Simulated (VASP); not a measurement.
# AlNi in VASP: further runs

The runs below take AlNi through single point, with PBE.

Program: VASP 6.6.1. These are calculated values, not measurements. Logs are shortened: lines on timing, memory, paths and dates and some standing lists are left out, and cuts for length are marked.

## Step 1: The cell of the first run

It takes space group Pm-3m (No. 221, cubic). Conventional cell: a = 2.881 Å, b = 2.881 Å, c = 2.881 Å, α = 90.00°, β = 90.00°, γ = 90.00°. Within 3.3 Å of Al (site symmetry m-3m) lie 8 Ni at 2.50 Å and 6 Al at 2.88 Å. Within 3.3 Å of Ni (site symmetry m-3m) lie 8 Al at 2.50 Å and 6 Ni at 2.88 Å.

## Step 2: Single point, PBE, collinear spin, ferromagnetic start

Input file INCAR:

```
ALGO     = Normal         # electronic algorithm
EDIFF    = 1E-6           # SCF threshold, eV
ENCUT    = 520            # plane-wave cutoff, eV
GGA      = PE             # functional
ISIF     = 2              # what is computed and relaxed
ISMEAR   = -1             # smearing method
ISPIN    = 2              # spin polarisation
LASPH    = T              # aspherical terms in the spheres
LCHARG   = F              # write CHGCAR
LMAXMIX  = 4              # l up to which the mixer works
LORBIT   = 11             # projections on sites
LREAL    = F              # projectors in reciprocal space
LWAVE    = F              # write WAVECAR
MAGMOM   = 0 1            # initial moments
NBANDS   = 18             # bands
NELM     = 150            # most SCF steps
PREC     = Accurate       # precision mode
SIGMA    = 0.15           # smearing width, eV
```

Input file KPOINTS:

```
k-points
0
Gamma
  12 12 12
```

Input file POSCAR:

```
AlNi
1.0
    2.8810000000      0.0000000000      0.0000000000
    0.0000000000      2.8810000000      0.0000000000
    0.0000000000      0.0000000000      2.8810000000
Al Ni
1 1
Direct
    0.0000000000      0.0000000000      0.0000000000
    0.5000000000      0.5000000000      0.5000000000
```

Potentials or basis: VASP PAW PBE potentials, release 64 (Al, Ni).

Run with:

```
cat potpaw_PBE.64/Al/POTCAR potpaw_PBE.64/Ni/POTCAR > POTCAR
mpirun -np 1 vasp_std > vasp.out
```

OUTCAR:

```text
EDIFF = 1E-6
   ENCUT = 520
   GGA = PE
   ISIF = 2
   ISMEAR = -1
   ISPIN = 2
   LASPH = T
   LORBIT = 11
   LREAL = F
   NELM = 150
   PREC = Accurate

 ion  position               nearest neighbor table
   1  0.000  0.000  0.000-   2 2.50   2 2.50   2 2.50   2 2.50   2 2.50   2 2.50   2 2.50   2 2.50

   2  0.500  0.500  0.500-   1 2.50   1 2.50   1 2.50   1 2.50   1 2.50   1 2.50   1 2.50   1 2.50

  LATTYP: Found a simple cubic cell.
 ALAT       =     2.8810000000

  Lattice vectors:

 A1 = (   2.8810000000,   0.0000000000,   0.0000000000)
 A2 = (   0.0000000000,   2.8810000000,   0.0000000000)
 A3 = (   0.0000000000,   0.0000000000,   2.8810000000)

Analysis of symmetry for initial positions (statically):
=====================================================================
 Subroutine PRICEL returns:
 Original cell was already a primitive cell.

 Routine SETGRP: Setting up the symmetry group for a
 simple cubic supercell.

 Subroutine GETGRP returns: Found 48 space group operations
 (whereof 48 operations were pure point group operations)
 out of a pool of 48 trial point group operations.

The static configuration has the point symmetry O_h .

Analysis of symmetry for dynamics (positions and initial velocities):
=====================================================================
 Subroutine PRICEL returns:
 Original cell was already a primitive cell.

 Routine SETGRP: Setting up the symmetry group for a
 simple cubic supercell.

 Subroutine GETGRP returns: Found 48 space group operations
 (whereof 48 operations were pure point group operations)
 out of a pool of 48 trial point group operations.

The dynamic configuration has the point symmetry O_h .

Analysis of structural, dynamic, and magnetic symmetry:
=====================================================================
 Subroutine PRICEL returns:
 Original cell was already a primitive cell.

 Routine SETGRP: Setting up the symmetry group for a
 simple cubic supercell.

 Subroutine GETGRP returns: Found 48 space group operations
 (whereof 48 operations were pure point group operations)
 out of a pool of 48 trial point group operations.

The overall configuration has the point symmetry O_h .

 Subroutine INISYM returns: Found 48 space group operations
 (whereof 48 operations are pure point group operations),
 and found     1 'primitive' translations

----------------------------------------------------------------------------------------

                                     Primitive cell

  volume of cell :      23.9128
[... 112 lines left out ...]
  Thomas-Fermi vector in A             =   2.464773
   LORBIT       =     11    0 simple, 1 ext, 2 COOP (PROOUT), +10 PAW based schemes
   GGA     = PE    functional components
   LHFCALC =     F    Hartree Fock is set to
   AEXX    =    0.0000 exact exchange contribution
   IVDW    =     0    specifies the selected vdW correction
   LEPSILON=     F    determine dielectric tensor
   LRPA    =     F    only Hartree local field effects (RPA)
 spin polarized calculation
  energy-cutoff  :      520.00
  volume of cell :       23.91
 maximum number of plane-waves:       660
 NGX is ok and might be reduce to    24
   NGX = 11   NGY = 11   NGZ = 11

 number of electron      13.0000015 magnetization      -0.0006844

 number of electron      13.0000015 magnetization       0.0002538

 Free energy of the ion-electron system (eV)
  ---------------------------------------------------
  ext. energy  EPLUGINS =         0.00000000
  ---------------------------------------------------
  free energy    TOTEN  =       -10.56716817 eV

  energy without entropy =      -10.50216344  energy(sigma->0) =      -10.53466581

 E-fermi :  10.0498     XC(G=0): -12.0489

 val. band max:        9.9862395399   @ k =   0.4167   0.2500   0.2500
 cond. band min:      10.0541461222   @ k =   0.3333   0.1667   0.0000
 fundamental gap:      0.0679065822
 Fermi energy:        10.0498444673

 spin component 1

 k-point     1 :       0.0000    0.0000    0.0000
  band No.  band energies     occupation
      1      -1.1114      1.00000
      2       6.7881      1.00000
      3       6.7881      1.00000
      4       8.4704      0.99997
      5       8.4704      0.99997
      6       8.4704      0.99997
[... 493 lines left out ...]
     17      31.8853      0.00000
     18      34.5261      0.00000

 [... further k-points ...]

 spin component 2

 k-point     1 :       0.0000    0.0000    0.0000
  band No.  band energies     occupation
      1      -1.1114      1.00000
      2       6.7882      1.00000
      3       6.7882      1.00000
      4       8.4705      0.99997
      5       8.4705      0.99997
      6       8.4705      0.99997
[... 493 lines left out ...]
     17      31.8852      0.00000
     18      34.5261      0.00000

 [... further k-points ...]

------------------------ aborting loop because EDIFF is reached ----------------------------------------

  FORCE on cell =-STRESS in cart. coord.  units (eV):
  Direction    XX          YY          ZZ          XY          YZ          ZX
  --------------------------------------------------------------------------------------
  -------------------------------------------------------------------------------------
  Total        0.3375682      0.3375682      0.3375682     -0.0000000      0.0000000     -0.0000000
  in kB       22.6173806     22.6173806     22.6173806     -0.0000000      0.0000000     -0.0000000
  external PRESSURE =      22.6173806 kB  Pullay stress =       0.0000000 kB

 VOLUME and BASIS-vectors are now :
 -----------------------------------------------------------------------------
  energy-cutoff  :      520.00
  volume of cell :       23.91
      direct lattice vectors                 reciprocal lattice vectors
     2.881000000  0.000000000  0.000000000     0.347101701  0.000000000  0.000000000
     0.000000000  2.881000000  0.000000000     0.000000000  0.347101701  0.000000000
     0.000000000  0.000000000  2.881000000     0.000000000  0.000000000  0.347101701

 POSITION                                       TOTAL-FORCE (eV/Angst)
 -----------------------------------------------------------------------------------
      0.00000      0.00000      0.00000         0.000000      0.000000      0.000000
      1.44050      1.44050      1.44050         0.000000      0.000000      0.000000
 -----------------------------------------------------------------------------------
    total drift:                                0.000000      0.000000     -0.000000

  FREE ENERGIE OF THE ION-ELECTRON SYSTEM (eV)
  ---------------------------------------------------
  free  energy   TOTEN  =       -10.5671681746 eV

  energy  without entropy=      -10.5021634405  energy(sigma->0) =      -10.53466581

 total charge

# of ion       s       p       d       tot
------------------------------------------
    1        0.384   0.414   0.000   0.798
    2        0.475   0.517   8.471   9.463
--------------------------------------------------
tot          0.859   0.931   8.471  10.262

 magnetization (x)

# of ion       s       p       d       tot
------------------------------------------
    1        0.000   0.000   0.000   0.000
    2       -0.000  -0.000   0.000   0.000
--------------------------------------------------
tot          0.000   0.000   0.000   0.000
```

OSZICAR:

```text
N       E                     dE             d eps       ncg     rms          rms(c)
DAV:   1     0.466769696037E+02    0.46677E+02   -0.52197E+03  6208   0.788E+02
DAV:   2    -0.920720010536E+01   -0.55884E+02   -0.49285E+02  6612   0.163E+02
DAV:   3    -0.119357036359E+02   -0.27285E+01   -0.26665E+01  7320   0.369E+01
DAV:   4    -0.119703720126E+02   -0.34668E-01   -0.34640E-01  7052   0.372E+00
DAV:   5    -0.119711278753E+02   -0.75586E-03   -0.75581E-03  7144   0.599E-01    0.125E+01
DAV:   6    -0.141291795311E+02   -0.21581E+01   -0.42043E+01  6958   0.758E+01    0.167E+01
DAV:   7    -0.105917460424E+02    0.35374E+01   -0.12805E+01  6930   0.447E+01    0.144E+00
DAV:   8    -0.105802953730E+02    0.11451E-01   -0.28974E-01  7832   0.501E+00    0.106E+00
DAV:   9    -0.105666430570E+02    0.13652E-01   -0.45373E-02  7704   0.205E+00    0.545E-01
DAV:  10    -0.105670691174E+02   -0.42606E-03   -0.10073E-03  8218   0.297E-01    0.216E-01
DAV:  11    -0.105670766371E+02   -0.75198E-05   -0.24309E-03  7490   0.416E-01    0.104E-01
DAV:  12    -0.105671665993E+02   -0.89962E-04   -0.25385E-04  7662   0.142E-01    0.383E-02
DAV:  13    -0.105671686155E+02   -0.20162E-05   -0.14977E-05  7898   0.334E-02    0.110E-02
DAV:  14    -0.105671681746E+02    0.44091E-06   -0.52542E-07  3684   0.670E-03
   1 F= -.10567168E+02 E0= -.10534666E+02  d E =-.650047E-01  mag=    -0.0001
```

Run time: 26 s. Hardware: 1 thread of Intel Xeon 6975P-C (Granite Rapids), shared host; peak memory 0.18 GiB.

Results:

- Free energy: -10.5672 eV
- Pressure: 2.3 GPa
- Net moment: 0.00 μB per cell
- Valence electrons inside the program's atomic spheres: Al 0.80; Ni 9.46

Levels at points of the mesh, in eV from the Fermi level:
Spin up:
| k point | band 4 | band 5 | band 6 | band 7 | band 8 | band 9 | band 10 | band 11 |
| --- | --- | --- | --- | --- | --- | --- | --- | --- |
| (0.00, 0.00, 0.00) | -1.58 | -1.58 | -1.58 | 5.48 | 5.48 | 5.48 | 8.10 | 8.10 |
| (0.50, 0.00, 0.00) | -2.28 | -2.28 | -1.49 | -0.68 | 8.26 | 10.00 | 10.00 | 10.86 |
| (0.50, 0.50, 0.00) | -2.91 | -2.11 | -2.11 | -1.05 | 1.45 | 2.44 | 12.25 | 15.11 |
| (0.50, 0.50, 0.50) | -1.02 | -1.02 | 1.98 | 1.98 | 1.98 | 3.67 | 4.41 | 4.41 |
Spin down:
```
           k point  band 5  band 6  band 7  band 8  band 9  band 10
(0.00, 0.00, 0.00)   -1.58   -1.58    5.48    5.48    5.48     8.10
(0.50, 0.00, 0.00)   -2.28   -1.49   -0.68    8.26   10.00    10.00
(0.50, 0.50, 0.00)   -2.11   -2.11   -1.05    1.45    2.44    12.25
(0.50, 0.50, 0.50)   -1.02    1.98    1.98    1.98    3.67     4.41
```

## Step 3: Single point, PBE, collinear spin, ferromagnetic start

This run uses another cell than the first one, of 11.25 Å³/atom.

Input file INCAR:

```
PREC = Accurate
ENCUT = 520
EDIFF = 1E-7
ISMEAR = -1
SIGMA = 0.15
LREAL = False
LASPH = True
NELM = 150
ALGO = Normal
ISIF = 2
LWAVE = False
LCHARG = True
ISPIN = 2
MAGMOM = 0 1
LORBIT = 11
LMAXMIX = 4
GGA = PE
LELF = True
LVHAR = True
NBANDS = 18
```

Input file KPOINTS:

```
regular mesh
0
Gamma
  12 12 12
```

Input file POSCAR:

```
AlNi
1.0
    2.7945700000      0.0000000000      0.0000000000
    0.0000000000      2.7945700000      0.0000000000
    0.0000000000      0.0000000000      2.8810000000
Al Ni
1 1
Direct
    0.0000000000      0.0000000000      0.0000000000
    0.5000000000      0.5000000000      0.5000000000
```

Potentials or basis: VASP PAW PBE potentials, release 64 (Al, Ni).

Run with:

```
cat potpaw_PBE.64/Al/POTCAR potpaw_PBE.64/Ni/POTCAR > POTCAR
mpirun -np 1 vasp_std > vasp.out
```

OUTCAR:

```text
PREC = Accurate
   ENCUT = 520
   EDIFF = 1E-7
   ISMEAR = -1
   LREAL = False
   LASPH = True
   NELM = 150
   ISIF = 2
   ISPIN = 2
   LORBIT = 11
   GGA = PE

 ion  position               nearest neighbor table
   1  0.000  0.000  0.000-   2 2.45   2 2.45   2 2.45   2 2.45   2 2.45   2 2.45   2 2.45   2 2.45

   2  0.500  0.500  0.500-   1 2.45   1 2.45   1 2.45   1 2.45   1 2.45   1 2.45   1 2.45   1 2.45

  LATTYP: Found a simple tetragonal cell.
 ALAT       =     2.7945700000
 C/A-ratio  =     1.0309278351

  Lattice vectors:

 A1 = (   2.7945700000,   0.0000000000,   0.0000000000)
 A2 = (   0.0000000000,   2.7945700000,   0.0000000000)
 A3 = (   0.0000000000,   0.0000000000,   2.8810000000)

Analysis of symmetry for initial positions (statically):
=====================================================================
 Subroutine PRICEL returns:
 Original cell was already a primitive cell.

 Routine SETGRP: Setting up the symmetry group for a
[... 705 lines left out ...]
      3       7.3255      1.00000
      4       9.1434      0.99999
      5       9.1434      0.99999
      6       9.2281      0.99998
[... 493 lines left out ...]
     17      34.0684      0.00000
     18      36.0809      0.00000

 [... further k-points ...]

------------------------ aborting loop because EDIFF is reached ----------------------------------------

  FORCE on cell =-STRESS in cart. coord.  units (eV):
  Direction    XX          YY          ZZ          XY          YZ          ZX
  --------------------------------------------------------------------------------------
  -------------------------------------------------------------------------------------
  Total        2.0547750      2.0547750      1.7563620      0.0000000     -0.0000000      0.0000000
  in kB      146.3192993    146.3192993    125.0694857      0.0000000     -0.0000000      0.0000000
  external PRESSURE =     139.2360281 kB  Pullay stress =       0.0000000 kB

 VOLUME and BASIS-vectors are now :
 -----------------------------------------------------------------------------
  energy-cutoff  :      520.00
  volume of cell :       22.50
      direct lattice vectors                 reciprocal lattice vectors
     2.794570000  0.000000000  0.000000000     0.357836805  0.000000000  0.000000000
     0.000000000  2.794570000  0.000000000     0.000000000  0.357836805  0.000000000
     0.000000000  0.000000000  2.881000000     0.000000000  0.000000000  0.347101701

 POSITION                                       TOTAL-FORCE (eV/Angst)
 -----------------------------------------------------------------------------------
      0.00000      0.00000      0.00000         0.000000      0.000000      0.000000
      1.39729      1.39729      1.44050         0.000000      0.000000      0.000000
 -----------------------------------------------------------------------------------
    total drift:                                0.000000      0.000000     -0.000000

  FREE ENERGIE OF THE ION-ELECTRON SYSTEM (eV)
  ---------------------------------------------------
  free  energy   TOTEN  =       -10.4953774184 eV

  energy  without entropy=      -10.4346074064  energy(sigma->0) =      -10.46499241

 total charge

# of ion       s       p       d       tot
------------------------------------------
    1        0.391   0.442   0.000   0.833
    2        0.501   0.573   8.501   9.575
--------------------------------------------------
tot          0.892   1.015   8.501  10.409

 magnetization (x)

# of ion       s       p       d       tot
------------------------------------------
    1        0.000   0.000   0.000   0.000
    2       -0.000   0.000  -0.000  -0.000
--------------------------------------------------
tot          0.000   0.000  -0.000  -0.000
```

OSZICAR:

```text
N       E                     dE             d eps       ncg     rms          rms(c)
DAV:   1     0.458288810103E+02    0.45829E+02   -0.53066E+03 14576   0.809E+02
DAV:   2    -0.928243129471E+01   -0.55111E+02   -0.48475E+02 15384   0.164E+02
DAV:   3    -0.119272842631E+02   -0.26449E+01   -0.25919E+01 16798   0.369E+01
DAV:   4    -0.119605926696E+02   -0.33308E-01   -0.33281E-01 16354   0.369E+00
DAV:   5    -0.119613082453E+02   -0.71558E-03   -0.71553E-03 16586   0.584E-01    0.130E+01
DAV:   6    -0.137973251087E+02   -0.18360E+01   -0.39881E+01 16356   0.758E+01    0.158E+01
DAV:   7    -0.105176464377E+02    0.32797E+01   -0.12300E+01 16480   0.445E+01    0.133E+00
DAV:   8    -0.105095537465E+02    0.80927E-02   -0.22714E-01 17938   0.448E+00    0.109E+00
DAV:   9    -0.104950293530E+02    0.14524E-01   -0.39834E-02 18544   0.203E+00    0.527E-01
DAV:  10    -0.104953341715E+02   -0.30482E-03   -0.86343E-04 19704   0.277E-01    0.196E-01
DAV:  11    -0.104953197000E+02    0.14471E-04   -0.14321E-03 17984   0.326E-01    0.874E-02
DAV:  12    -0.104953798194E+02   -0.60119E-04   -0.14202E-04 18340   0.109E-01    0.424E-02
DAV:  13    -0.104953780794E+02    0.17400E-05   -0.18077E-05 18658   0.419E-02    0.129E-02
DAV:  14    -0.104953774795E+02    0.59989E-06   -0.89585E-07 16974   0.871E-03    0.369E-03
DAV:  15    -0.104953774184E+02    0.61179E-07   -0.21235E-08  8298   0.131E-03
   1 F= -.10495377E+02 E0= -.10464992E+02  d E =-.607700E-01  mag=     0.0000
```

Run time: 57 s. Hardware: 1 thread of Intel Xeon 6975P-C (Granite Rapids), shared host; peak memory 0.24 GiB.

Results:

```
Free energy                                           : -10.4954 eV
Pressure                                              : 13.9 GPa
Net moment                                            : 0.00 μB per cell
Valence electrons inside the program's atomic spheres : Al 0.83; Ni 9.57
```

Stress tensor (GPa, compression positive):
```
14.63  0.00  0.00
 0.00 14.63  0.00
 0.00  0.00 12.51
```

Levels at points of the mesh, in eV from the Fermi level:
Spin up:
```
           k point  band 5  band 6  band 7  band 8  band 9  band 10
(0.00, 0.00, 0.00)   -1.74   -1.65    5.00    6.12    6.12     8.13
(0.50, 0.00, 0.00)   -2.41   -1.63   -0.64    8.30    9.64    10.70
(0.50, 0.50, 0.00)   -2.39   -2.39   -1.09    1.76    2.93    12.44
(0.00, 0.00, 0.50)   -2.41   -1.57   -0.88    8.33   10.58    10.58
(0.50, 0.00, 0.50)   -2.27   -2.23   -1.16    1.48    2.64    13.22
(0.50, 0.50, 0.50)   -1.06    1.88    1.95    1.95    4.23     4.57
```
Spin down:
```tsv
k point	band 4	band 5	band 6	band 7	band 8	band 9	band 10	band 11
(0.00, 0.00, 0.00)	-1.74	-1.74	-1.65	5.00	6.12	6.12	8.13	8.42
(0.50, 0.00, 0.00)	-2.59	-2.41	-1.63	-0.64	8.30	9.64	10.70	10.98
(0.50, 0.50, 0.00)	-2.94	-2.39	-2.39	-1.09	1.76	2.93	12.44	15.16
(0.00, 0.00, 0.50)	-2.41	-2.41	-1.57	-0.88	8.33	10.58	10.58	11.57
(0.50, 0.00, 0.50)	-3.07	-2.27	-2.23	-1.17	1.48	2.64	13.22	15.66
(0.50, 0.50, 0.50)	-1.14	-1.06	1.88	1.95	1.95	4.23	4.57	4.57
```

Caveat: the cell stands under pressure.

(Part 1 of 2 ends here.)
